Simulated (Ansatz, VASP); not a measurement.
## Ti: VASP beside Ansatz

```
CELL_PARAMETERS angstrom
-1.64100 1.64100 1.50972
1.64100 -1.64100 1.50972
1.64100 1.64100 -1.50972
ATOMIC_POSITIONS crystal
Ti 0.00000 0.00000 0.00000
```

Change from the starting cell: strain +0.000 along x and y, -0.080 along z, atoms carried along.

Alike in both runs: task single point; functional PBE; k mesh 14 × 14 × 14; occupations gaussian, width 0.15 eV; no spin polarisation.

|  | VASP | Ansatz |
| --- | --- | --- |
| version | VASP 6.6.1 | Ansatz 0.2.0 |
| potentials or method | VASP PAW PBE potentials, release 64 (Ti_sv), cutoff 500 eV | scalar-relativistic, plane waves, PAW |
| valence electrons in the cell | 12 | 12 |

|  | VASP | Ansatz | Ansatz less VASP |
| --- | --- | --- | --- |
| gap on the k mesh at the Fermi level (eV) | none | none | - |
| pressure (GPa) | 6.7 | 7.1 | +0.39 |
| traceless stress, the component that is largest in VASP (GPa) | -1.54 | -1.52 | +0.016 |

A gap of «none» marks a metal or a gap that the smearing closes. With one functional, cell and mesh, what is left measures potentials, basis and numerics.
